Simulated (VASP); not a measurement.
Zn2SbO3:

```
Zn Sb O
1.0
     3.32299    0.00000    0.00000
     0.00000    3.32299    0.00000
     0.00000    0.00000    7.28277
Zn Sb O
2 1 3
Cartesian
  0.0000 1.6615 5.3456
  1.6615 0.0000 1.9372
  0.0000 0.0000 0.0000
  1.6615 1.6615 0.0000
  0.0000 1.6615 2.7820
  1.6615 0.0000 4.5008
```

The cell was built from a structure type or drawn by symmetry, and may not be a known phase.

```yaml
Program: VASP 6.6.1
Task: relaxation of cell and atoms
Functional: PBE
Potentials_or_basis: VASP PAW PBE potentials, release 64 (Zn, Sb, O)
Cutoff: 600 eV
k_mesh: 6 × 6 × 4
Occupations: gaussian, width 0.1 eV
Spin: no spin polarisation
```

At the start: pressure -0.4 GPa; volume 13.40 Å³/atom.

Where does the relaxation end?

Over 15 steps the energy falls by 813.5 meV/atom and the volume is 14.03 Å³/atom (+4.7 %); space group P-4m2 (No. 115, to 0.1 Å) before and after.

The path:
| step | energy change (eV) | largest force (eV/Å) | pressure (GPa) | volume (Å³) |
| --- | --- | --- | --- | --- |
| 1 | 0.0000 | 5.2649 | -0.35 | 80.42 |
| 2 | -2.5270 | 3.5000 | -6.45 | 80.05 |
| 3 | -4.5210 | 0.8872 | -7.46 | 79.39 |
| 4 | -4.6116 | 0.9190 | -2.80 | 79.20 |
| 5 | -4.6807 | 0.3979 | 6.68 | 75.47 |
| 6 | -4.7013 | 0.5785 | 3.34 | 76.63 |
| 7 | -4.8067 | 0.2475 | 2.05 | 78.77 |
| 8 | -4.8576 | 0.2462 | 0.92 | 81.73 |
| 9 | -4.8695 | 0.2240 | -0.96 | 83.53 |
| 10 | -4.8697 | 0.2109 | -0.79 | 83.34 |
| 11 | -4.8753 | 0.1067 | 0.69 | 83.15 |
| 12 | -4.8760 | 0.1228 | 0.31 | 83.20 |
| 13 | -4.8794 | 0.0677 | 0.17 | 83.64 |
| 14 | -4.8803 | 0.0561 | 0.09 | 83.96 |
| 15 | -4.8811 | 0.0328 | 0.01 | 84.20 |

Final structure:
```yaml
crystal:
  lattice:
    - [3.15318, 0.00000, 0.00000]
    - [0.00000, 3.15318, 0.00000]
    - [0.00000, 0.00000, 8.46862]
  atoms:
    - { symbol: Zn, position: [0.00000, 0.50000, 0.62002] }
    - { symbol: Zn, position: [0.50000, 0.00000, 0.37998] }
    - { symbol: Sb, position: [0.00000, 0.00000, 0.00000] }
    - { symbol: O, position: [0.50000, 0.50000, 0.00000] }
    - { symbol: O, position: [0.00000, 0.50000, 0.37338] }
    - { symbol: O, position: [0.50000, 0.00000, 0.62662] }
```

Caveat: a cell axis changed by over 15 % at a fixed basis, so the end point is rough; an odd number of electrons without spin polarisation forces a metal; a magnetic or distorted state may lie lower.
